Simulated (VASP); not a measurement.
Wanted: the native input for a VASP 6.6.1 run.

* Task: single point
* Functional: LDA
* Potentials or basis: VASP PAW LDA potentials, release 64 (In_d, Pd)
* Cutoff: 520 eV
* k mesh: 8 × 8 × 8
* Occupations: fermi-dirac, width 0.05 eV
* Spin: no spin polarisation
* Dipole correction: no
* Further INCAR settings: ALGO = Normal; EDIFF = 1e-06; NBANDS = 18

The structure of InPd lies in POSCAR:

```
InPd
1.0
    3.2050928798      0.0000000000      0.0000000000
    0.0000000000      3.2050928798      0.0000000000
    0.0000000000      0.0000000000      3.2050928798
In Pd
1 1
Direct
    0.0000000000      0.0000000000      0.0000000000
    0.5000000000      0.5000000000      0.5000000000
```

This cell differs from its parent crystal: volume scaled by 0.94.

The input as run:

INCAR

```
SYSTEM = InPd
ALGO = Normal ; EDIFF = 1E-6
ENCUT = 520 ; ISIF = 2
ISMEAR = -1 ; LASPH = .TRUE.
LCHARG = .FALSE. ; LREAL = .FALSE.
LWAVE = .FALSE. ; NBANDS = 18
NELM = 60 ; PREC = Accurate
SIGMA = 0.05
```

KPOINTS

```
k-points
0
G
  8 8 8
  0 0 0
```

Potentials or basis: VASP PAW LDA potentials, release 64 (In_d, Pd).

Launch:

```console
$ cat potpaw_LDA.64/In_d/POTCAR potpaw_LDA.64/Pd/POTCAR > POTCAR
$ mpirun -np 1 vasp_std > vasp.out
```

It gave:

- Pressure: 1.9 GPa

It took 12 s on 1 thread of Intel Xeon 8259CL, on a shared host, peak memory 0.14 GiB.
